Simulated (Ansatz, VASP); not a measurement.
**Cu: VASP beside Ansatz**

```
Cu
1.0
     2.53410    0.00000    0.00000
    -1.26705    2.19459    0.00000
     0.00000    0.00000    4.11257
Cu
2
Cartesian
  0.0000 1.4631 1.0281
  1.2670 0.7315 3.0844
```

Alike in both runs: task single point; functional PBEsol; k mesh 24 × 24 × 14; occupations gaussian, width 0.15 eV; no spin polarisation.

```csv
,VASP,Ansatz
version,VASP 6.6.1,Ansatz 0.2.0
potentials or method,"VASP PAW PBE potentials, release 64 (Cu), cutoff 520 eV","scalar-relativistic, plane waves, PAW"
valence electrons in the cell,22,38
```

```csv
,VASP,Ansatz,Ansatz less VASP
gap on the k mesh at the Fermi level (eV),none,none,-
pressure (GPa),-1.0,-1.6,-0.61
"traceless stress, the component that is largest in VASP (GPa)",1.21,1.22,+0.012
```

VASP's potentials were made for PBE, not for PBEsol. A gap of «none» marks a metal or a gap that the smearing closes. VASP's potentials hold 22 valence electrons a cell and Ansatz's 38, so a difference there can come from the potentials and not from the codes.
